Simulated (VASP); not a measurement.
Set up this calculation in VASP 6.6.1, as the native input.

```
Task                   : single point
Functional             : PBEsol
Potentials or basis    : VASP PAW PBE potentials, release 64 (Se)
Cutoff                 : 520 eV
k mesh                 : 20 × 20 × 20
Occupations            : gaussian, width 0.15 eV
Spin                   : no spin polarisation
Dipole correction      : no
Further INCAR settings : ALGO = Normal; EDIFF = 1e-06; NBANDS = 9
```

The structure of Se lies in POSCAR:

```
Se
1.0
   -1.7886210456      1.7886210456      1.7886210456
    1.7886210456     -1.7886210456      1.7886210456
    1.7886210456      1.7886210456     -1.7886210456
Se
1
Direct
    0.0000000000      0.0000000000      0.0000000000
```

This isn't the form of Se at room conditions, which is trigonal, of chains.

This cell differs from its parent crystal: strain +0.050 along x and y, +0.050 along z.

One way to write it, as run:

INCAR

```
  PREC = Accurate
  ENCUT = 520
  EDIFF = 1E-6
  ISMEAR = 0
  SIGMA = 0.15
  LREAL = False
  LASPH = True
  NELM = 100
  ALGO = Normal
  ISIF = 2
  LWAVE = False
  LCHARG = False
  GGA = PS
  NBANDS = 9
```

KPOINTS

```
Automatic mesh
0
Gamma
  20 20 20
```

Potentials or basis: VASP PAW PBE potentials, release 64 (Se).

Run with:

```bash
$ cat potpaw_PBE.64/Se/POTCAR > POTCAR
$ mpirun -np 1 vasp_std > vasp.out
```

It gave:

```
Pressure               : -9.9 GPa
Band gap on the k mesh : zero (bands 3 and 4 overlap by 5.58 eV)
```

Caveat: the cell differs from its parent crystal (strain +0.050 along x and y, +0.050 along z); the cell stands under tension; the PAW data sets were made with another functional, which shifts forces and pressure a little.

Wall time 9.5 s on 1 thread of Intel(R) Xeon(R) 6975P-C (Granite Rapids) (shared host), peak memory 0.17 GiB.
